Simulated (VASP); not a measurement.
# Zn2SnN3 (R-3m) in VASP: a series of runs

The runs below take Zn2SnN3 through single point, with PBE.

All numbers are computed with VASP 6.6.1; they aren't measurements. Logs are shortened: lines on timing, memory, paths and dates and some standing lists are left out, and cuts for length are marked.

### 1 The cell of the first run

Symmetry: R-3m, No. 166, trigonal system. The conventional cell has a = 7.228 Å, b = 7.228 Å, c = 10.696 Å, α = 90.00°, β = 90.00°, γ = 120.00°. Zn (site symmetry 3m) has 2 N at 1.74 to 1.76 Å within 2.3 Å. Sn (site symmetry -3m) has 2 N at 1.85 Å within 2.5 Å. N (site symmetry 3m) has 1 Zn at 1.76 Å and 1 Sn at 1.85 Å within 2.3 Å. Within 2.3 Å of N (site symmetry -3m) lie 2 Zn at 1.74 Å.

The cell was built from a structure type or drawn by symmetry, and may not be a known phase.

### 2 Single point, PBE

INCAR

```
SYSTEM = Zn2SnN3
PREC     = Accurate       ! precision mode
ENCUT    = 910            ! plane-wave cutoff, eV
EDIFF    = 1E-6           ! SCF threshold, eV
ISMEAR   = 0              ! smearing method
SIGMA    = 0.1            ! smearing width, eV
LREAL    = .False.        ! projectors in reciprocal space
LASPH    = .True.         ! aspherical terms in the spheres
NELM     = 120            ! most SCF steps
ALGO     = Normal         ! electronic algorithm
ISIF     = 2              ! what is computed and relaxed
LWAVE    = .False.        ! write WAVECAR
LCHARG   = .False.        ! write CHGCAR
GGA      = PE             ! functional
NBANDS   = 36             ! bands
GGA_COMPAT= .False.
```

KPOINTS

```
Automatic mesh
0
Gamma
  6 6 6
  0 0 0
```

POSCAR

```
Zn2SnN3
1.0
    3.6137732565      2.0864129624      3.5654385147
   -3.6137732565      2.0864129624      3.5654385147
    0.0000000000     -4.1728259248      3.5654385147
Zn Sn N
2 1 3
Direct
    0.3372241587      0.3372241587      0.3372241587
    0.6627758413      0.6627758413      0.6627758413
    0.0000000000      0.0000000000      0.0000000000
    0.8273926922      0.8273926922      0.8273926922
    0.1726073078      0.1726073078      0.1726073078
    0.5000000000      0.5000000000      0.5000000000
```

Potentials or basis: VASP PAW PBE potentials, release 64 (Zn, Sn_d, N_h).

Launch:

```sh
$ cat potpaw_PBE.64/Zn/POTCAR potpaw_PBE.64/Sn_d/POTCAR potpaw_PBE.64/N_h/POTCAR > POTCAR
$ mpirun -np 1 vasp_std > vasp.out
```

OUTCAR:

```text
SYSTEM = Zn2SnN3
   PREC = Accurate
   ENCUT = 910
   EDIFF = 1E-6
   ISMEAR = 0
   LREAL = .False.
   LASPH = .True.
   NELM = 120
   ISIF = 2
   GGA = PE

 ion  position               nearest neighbor table
   1  0.337  0.337  0.337-   6 1.74   5 1.76
   2  0.663  0.663  0.663-   6 1.74   4 1.76
   3  0.000  0.000  0.000-   4 1.85   5 1.85
   4  0.827  0.827  0.827-   2 1.76   3 1.85
   5  0.173  0.173  0.173-   1 1.76   3 1.85
   6  0.500  0.500  0.500-   1 1.74   2 1.74

  LATTYP: Found a trigonal (rhomboedric) cell.
 ALAT       =     5.4886089313
 COS(alpha) =     0.1329837867

  Lattice vectors:

 A1 = (   3.6137732565,   2.0864129624,   3.5654385147)
 A2 = (  -3.6137732565,   2.0864129624,   3.5654385147)
 A3 = (   0.0000000000,  -4.1728259248,   3.5654385147)

Analysis of symmetry for initial positions (statically):
=====================================================================
 Subroutine PRICEL returns:
 Original cell was already a primitive cell.

 Routine SETGRP: Setting up the symmetry group for a
 trigonal (rhombohedral) supercell.

 Subroutine GETGRP returns: Found 12 space group operations
 (whereof 12 operations were pure point group operations)
 out of a pool of 12 trial point group operations.

The static configuration has the point symmetry D_3d.

Analysis of symmetry for dynamics (positions and initial velocities):
=====================================================================
 Subroutine PRICEL returns:
 Original cell was already a primitive cell.

 Routine SETGRP: Setting up the symmetry group for a
 trigonal (rhombohedral) supercell.

 Subroutine GETGRP returns: Found 12 space group operations
 (whereof 12 operations were pure point group operations)
 out of a pool of 12 trial point group operations.

The dynamic configuration has the point symmetry D_3d.

 Subroutine INISYM returns: Found 12 space group operations
 (whereof 12 operations are pure point group operations),
 and found     1 'primitive' translations

----------------------------------------------------------------------------------------

                                     Primitive cell

  volume of cell :     161.2967

  direct lattice vectors                    reciprocal lattice vectors
     3.613773257  2.086412962  3.565438515     0.138359538  0.079881917  0.093490136
    -3.613773257  2.086412962  3.565438515    -0.138359538  0.079881917  0.093490136
     0.000000000 -4.172825925  3.565438515     0.000000000 -0.159763834  0.093490136

  length of vectors
     5.488608931  5.488608931  5.488608931     0.185107774  0.185107774  0.185107774

  position of ions in fractional coordinates (direct lattice)
     0.337224159  0.337224159  0.337224159
     0.662775841  0.662775841  0.662775841
     0.000000000  0.000000000  0.000000000
     0.827392692  0.827392692  0.827392692
     0.172607308  0.172607308  0.172607308
     0.500000000  0.500000000  0.500000000

  ion indices of the primitive-cell ions
   primitive index   ion index
                 1           1
                 2           2
                 3           3
                 4           4
                 5           5
                 6           6

----------------------------------------------------------------------------------------

 KPOINTS: Automatic mesh

Automatic generation of k-mesh.
 Grid dimensions read from file:
 generate k-points for:    6    6    6

 Generating k-lattice:

  Cartesian coordinates                     Fractional coordinates (reciprocal lattice)
     0.023059923  0.013313653  0.015581689     0.166666667  0.000000000 -0.000000000
    -0.023059923  0.013313653  0.015581689     0.000000000  0.166666667 -0.000000000
     0.000000000 -0.026627306  0.015581689    -0.000000000 -0.000000000  0.166666667

  Length of vectors
     0.030851296  0.030851296  0.030851296

  Shift w.r.t. Gamma in fractional coordinates (k-lattice)
     0.000000000  0.000000000  0.000000000

 Subroutine IBZKPT returns following result:
 ===========================================

 Found     32 irreducible k-points:

 Following reciprocal coordinates:
            Coordinates               Weight
  0.000000  0.000000  0.000000      1.000000
  0.166667  0.000000 -0.000000      6.000000
  0.333333  0.000000  0.000000      6.000000
  0.500000  0.000000  0.000000      3.000000
  0.166667  0.166667 -0.000000      6.000000
  0.333333  0.166667  0.000000     12.000000
[... 16 lines left out ...]
  0.500000  0.500000  0.166667      6.000000
 -0.333333  0.500000  0.166667     12.000000
 [... further k-points ...]
   k-points           NKPTS =     32   k-points in BZ     NKDIM =     32   number of bands    NBANDS=     36
   number of dos      NEDOS =    301   number of ions     NIONS =      6
   total plane-waves  NPLWV = 157464
   dimension x,y,z NGX =    54 NGY =   54 NGZ =   54
   dimension x,y,z NGXF=   108 NGYF=  108 NGZF=  108
   ions per type =               2   1   3
   NGX,Y,Z   is equivalent  to a cutoff of  16.36, 16.36, 16.36 a.u.
   NGXF,Y,Z  is equivalent  to a cutoff of  32.71, 32.71, 32.71 a.u.
 SYSTEM =  Zn2SnN3
   PREC   = accura    normal or accurate (medium, high low for compatibility)
   ISTART =      0    job   : 0-new  1-cont  2-samecut
   ICHARG =      2    charge: 1-file 2-atom 10-const
   ISPIN  =      1    spin polarized calculation?
   LNONCOLLINEAR =      F non collinear calculations
   LSORBIT =      F    spin-orbit coupling
   LASPH  =      T    aspherical Exc in radial PAW
   ENCUT  =  910.0 eV  66.88 Ry    8.18 a.u.  13.50 13.50 13.50*2*pi/ulx,y,z
   NELM   =    120;   NELMIN=  2; NELMDL= -5     # of ELM steps
   EDIFF  = 0.1E-05   stopping-criterion for ELM
   LREAL  =      F    real-space projection
   EDIFFG = 0.1E-04   stopping-criterion for IOM
   NSW    =      0    number of steps for IOM
   IBRION =     -1    ionic relax: 0-MD 1-quasi-New 2-CG
   NFREE  =      0    steps in history (QN), initial steepest desc. (CG)
   ISIF   =      2    stress and relaxation
   ISYM   =      2    0-nonsym 1-usesym 2-fastsym
   POTIM  = 0.5000    time-step for ionic-motion
   TEBEG  =    0.0;   TEEND  =   0.0 temperature during run
   PSTRESS=    0.0 pullay stress
   NELECT =      53.0000    total number of electrons
   NUPDOWN=      -1.0000    fix difference up-down
   EMIN   =  10.00;   EMAX   =-10.00  energy-range for DOS
   EFERMI =   0.00;   METHOD = LEGACY
   ISMEAR =     0;   SIGMA  =   0.10  broadening in eV -4-tet -1-fermi 0-gaus
   EFERMI_NEDOS =   21; number of points for ismear=-14 and -15
   IALGO  =     38    algorithm
   IMIX   =      4    mixing-type and parameters
     AMIX     =   0.40;   BMIX     =  1.00
     AMIX_MAG =   1.60;   BMIX_MAG =  1.00
  volume/ion in A,a.u.               =      26.88       181.41
  Fermi-wavevector in a.u.,A,eV,Ry     =   1.129688  2.134800 17.363672  1.276194
  Thomas-Fermi vector in A             =   2.266382
   LORBIT       =      0    0 simple, 1 ext, 2 COOP (PROOUT), +10 PAW based schemes
   GGA     = PE    functional components
   LHFCALC =     F    Hartree Fock is set to
   AEXX    =    0.0000 exact exchange contribution
   IVDW    =     0    specifies the selected vdW correction
   LEPSILON=     F    determine dielectric tensor
   LRPA    =     F    only Hartree local field effects (RPA)
 non-spin polarized calculation
 Gauss-broadening in eV      SIGMA  =   0.10
  energy-cutoff  :      910.00
  volume of cell :      161.30
 maximum number of plane-waves:     10093
   NGX = 27   NGY = 27   NGZ = 27

 number of electron      52.9999996 magnetization

 Free energy of the ion-electron system (eV)
  ---------------------------------------------------
  ext. energy  EPLUGINS =         0.00000000
  ---------------------------------------------------
  free energy    TOTEN  =       -22.89424483 eV

  energy without entropy =      -22.86486572  energy(sigma->0) =      -22.87955527

 E-fermi :  -0.3302     XC(G=0):  -7.3850

 val. band max:       -0.3450058929   @ k =   0.3333   0.0000   0.0000
 cond. band min:      -0.3188839813   @ k =   0.5000   0.5000   0.1667
 fundamental gap:      0.0261219117
 Fermi energy:        -0.3302253881

 k-point     1 :       0.0000    0.0000    0.0000
  band No.  band energies     occupation
      1     -22.6470      2.00000
      2     -22.1840      2.00000
      3     -22.1840      2.00000
      4     -21.9136      2.00000
      5     -21.9136      2.00000
      6     -14.2565      2.00000
[... 28 lines left out ...]
     35       7.9892      0.00000
     36       8.6858      0.00000

 k-point     2 :       0.1667    0.0000   -0.0000
  band No.  band energies     occupation
      1     -22.6470      2.00000
      2     -22.1840      2.00000
      3     -22.1840      2.00000
      4     -21.9136      2.00000
      5     -21.9135      2.00000
      6     -14.2751      2.00000
[... 28 lines left out ...]
     35       7.5196      0.00000
     36       8.1206      0.00000

 k-point     3 :       0.3333    0.0000    0.0000
  band No.  band energies     occupation
      1     -22.6471      2.00000
      2     -22.1840      2.00000
      3     -22.1839      2.00000
      4     -21.9136      2.00000
      5     -21.9133      2.00000
      6     -14.3003      2.00000
[... 28 lines left out ...]
     35       7.0548      0.00000
     36       7.0631      0.00000

 k-point     4 :       0.5000    0.0000    0.0000
  band No.  band energies     occupation
      1     -22.6471      2.00000
      2     -22.1840      2.00000
      3     -22.1839      2.00000
      4     -21.9136      2.00000
      5     -21.9132      2.00000
      6     -14.3099      2.00000
[... 28 lines left out ...]
     35       6.4170      0.00000
     36       6.7532      0.00000

 k-point     5 :       0.1667    0.1667   -0.0000
  band No.  band energies     occupation
      1     -22.6470      2.00000
      2     -22.1840      2.00000
      3     -22.1840      2.00000
      4     -21.9135      2.00000
      5     -21.9134      2.00000
      6     -14.3099      2.00000
[... 655 lines left out ...]
 k-point    22 :      -0.1667    0.3333    0.1667
  band No.  band energies     occupation
      1     -22.6471      2.00000
      2     -22.1840      2.00000
      3     -22.1839      2.00000
      4     -21.9134      2.00000
      5     -21.9132      2.00000
      6     -14.2936      2.00000
[... 28 lines left out ...]
     35       6.8648      0.00000
     36       7.2396      0.00000

 k-point    23 :       0.5000    0.5000    0.1667
  band No.  band energies     occupation
      1     -22.6471      2.00000
      2     -22.1840      2.00000
      3     -22.1839      2.00000
      4     -21.9133      2.00000
      5     -21.9130      2.00000
      6     -14.2271      2.00000
[... 28 lines left out ...]
     35       6.2145      0.00000
     36       6.5454      0.00000

 k-point    24 :      -0.3333    0.5000    0.1667
  band No.  band energies     occupation
      1     -22.6471      2.00000
      2     -22.1840      2.00000
      3     -22.1839      2.00000
      4     -21.9133      2.00000
      5     -21.9130      2.00000
      6     -14.2827      2.00000
[... 28 lines left out ...]
     35       6.2959      0.00000
     36       6.9606      0.00000

 [... further k-points ...]

------------------------ aborting loop because EDIFF is reached ----------------------------------------

  FORCE on cell =-STRESS in cart. coord.  units (eV):
  Direction    XX          YY          ZZ          XY          YZ          ZX
  --------------------------------------------------------------------------------------
  -------------------------------------------------------------------------------------
  Total       -0.0916425     -0.0916425      0.4989555      0.0000000     -0.0000000      0.0000000
  in kB       -0.9102947     -0.9102947      4.9561794      0.0000000     -0.0000000      0.0000000
  external PRESSURE =       1.0451967 kB  Pullay stress =       0.0000000 kB

 VOLUME and BASIS-vectors are now :
 -----------------------------------------------------------------------------
  energy-cutoff  :      910.00
  volume of cell :      161.30
      direct lattice vectors                 reciprocal lattice vectors
     3.613773257  2.086412962  3.565438515     0.138359538  0.079881917  0.093490136
    -3.613773257  2.086412962  3.565438515    -0.138359538  0.079881917  0.093490136
     0.000000000 -4.172825925  3.565438515     0.000000000 -0.159763834  0.093490136

 POSITION                                       TOTAL-FORCE (eV/Angst)
 -----------------------------------------------------------------------------------
      0.00000      0.00000      3.60706         0.000000      0.000000      0.000289
      0.00000      0.00000      7.08926         0.000000      0.000000     -0.000289
      0.00000      0.00000      0.00000        -0.000000      0.000000     -0.000000
      0.00000      0.00000      8.85005         0.000000     -0.000000      0.287387
      0.00000      0.00000      1.84626         0.000000     -0.000000     -0.287387
      0.00000      0.00000      5.34816        -0.000000      0.000000     -0.000000
 -----------------------------------------------------------------------------------
    total drift:                               -0.000000      0.000000     -0.000000

  FREE ENERGIE OF THE ION-ELECTRON SYSTEM (eV)
  ---------------------------------------------------
  free  energy   TOTEN  =       -22.8942448254 eV

  energy  without entropy=      -22.8648657230  energy(sigma->0) =      -22.87955527
```

Wall time 4.2 min (1 thread of Intel Xeon 6975P-C (Granite Rapids), shared host); peak memory 0.66 GiB.

Results:

- Free energy: -22.8942 eV
- Pressure: 0.1 GPa
- Largest force: 0.287 eV/Å
- Band gap on the k mesh: zero (an odd number of electrons rules out a gap without spin polarisation)

Forces in eV/Å, atoms in the order of the input:
```
Zn   0.000  0.000  0.000
Zn   0.000  0.000  0.000
Sn   0.000  0.000  0.000
N    0.000  0.000  0.287
N    0.000  0.000 -0.287
N    0.000  0.000  0.000
```

Caveat: the cutoff is under 1.25 times the usual one of these potentials, so pressure, stress and relaxed cells hold a basis-set (Pulay) error; spin-orbit coupling is left out, which moves the levels of the heavy elements.

[end of part 1 of 2]
